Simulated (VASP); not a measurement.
Runs of VASP 6.6.1 on Zn4SeS3. The structure is that of space group P-43m (No. 215), or close to it. The cells are those of the table. 

| task | level | cell | k mesh | smearing | gap on the mesh (eV) | pressure (GPa) | largest force (eV/Å) |
| --- | --- | --- | --- | --- | --- | --- | --- |
| single point | PBE | a = 5.516 Å, 8 atoms | 4 × 4 × 4 | gaussian 0.1 eV | 1.73 | 0.2 | - |
| single point | r2SCAN | a = 5.516 Å, 8 atoms | 6 × 6 × 6 | gaussian 0.02 eV | (b) | -2.0 | 0.03 |
| single point | PBE | a = 5.403 Å, 8 atoms | 6 × 6 × 6 | gaussian 0.02 eV | 1.98 | (c) | 0.02 |
| single point | PBE | a = 5.345 Å, 8 atoms | 6 × 6 × 6 | gaussian 0.02 eV | 2.10 | 7.9 | 0.01 |
| single point | PBE | a = 5.516 Å, 8 atoms | 6 × 6 × 6 | gaussian 0.02 eV | 1.73 | 0.2 | - |
| relaxation of the atoms | PBE | atoms relaxed from a = 5.285 Å, 8 atoms | 6 × 6 × 6 | gaussian 0.02 eV | 2.21 | 11.5 | - |
| single point | PBE | a = 5.285 Å, 8 atoms | 6 × 6 × 6 | gaussian 0.02 eV | (a) | 11.5 | 0.02 |
| single point | PBE | a = 5.515, b = 5.520, c = 5.512 Å, angles 90.0, 90.1, 90.0°, 8 atoms | 4 × 4 × 4 | gaussian 0.1 eV | 1.73 | 0.2 | 0.01 |
| single point | PBE | a = 5.460 Å, 8 atoms | 6 × 6 × 6 | gaussian 0.02 eV | 1.86 | 2.3 | 0.02 |

Alike in all rows: potentials or basis VASP PAW PBE potentials, release 64 (Zn, Se, S); no spin polarisation; cutoff (eV) 520.

Question: Estimate the missing entries.

Answer: (a) 2.22; (b) 2.28; (c) 4.9.

Caveats: the cell stands under pressure (at least some runs); the PAW data sets were made with another functional, which shifts forces and pressure a little (at least some runs).

A k mesh can miss the band edges, and the runs leave out spin-orbit coupling on Se.
